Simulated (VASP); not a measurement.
Runs of VASP 6.6.1 on YHg. The structure is that of space group Pm-3m (No. 221), or close to it. The cells are those of the table. 

| task | cell | gap on the mesh (eV) | pressure (GPa) |
| --- | --- | --- | --- |
| electric field gradients | a = 3.657 Å, 2 atoms | none | -1.9 |
| electric field gradients | a = 3.632 Å, 2 atoms | none | -0.3 |
| single point | a = 3.694 Å, 2 atoms | none | -3.9 |
| single point | a = 3.682, b = 3.682, c = 3.608 Å, 2 atoms | none | -1.9 |
| single point | a = 3.682, b = 3.682, c = 3.645 Å, 2 atoms | none | (a) |
| single point | a = 3.754 Å, 2 atoms | none | -6.6 |
| electric field gradients | a = 3.682, b = 3.682, c = 3.719 Å, 2 atoms | none | -3.9 |
| electric field gradients | a = 3.607 Å, 2 atoms | none | 1.5 |
| single point | a = 3.632 Å, 2 atoms | none | -0.3 |
| single point | a = 3.706 Å, 2 atoms | none | -4.5 |
| single point | a = 3.607 Å, 2 atoms | none | 1.5 |
| single point | a = 3.657 Å, 2 atoms | none | -1.9 |

Alike in all rows: level LDA; potentials or basis VASP PAW LDA potentials, release 64 (Y_sv, Hg); no spin polarisation; k mesh 11 × 11 × 11; cutoff (eV) 520; smearing fermi-dirac 0.08 eV.

Problem. Estimate the missing entries.

Solution. (a) -2.6.

Caveats: spin-orbit coupling is left out, which moves the levels of the heavy elements; the cell stands under tension (at least some runs).

A k mesh can miss the band edges, and the runs leave out spin-orbit coupling on Hg, Y.

A gap of «none» marks levels without a gap at the run's occupations.
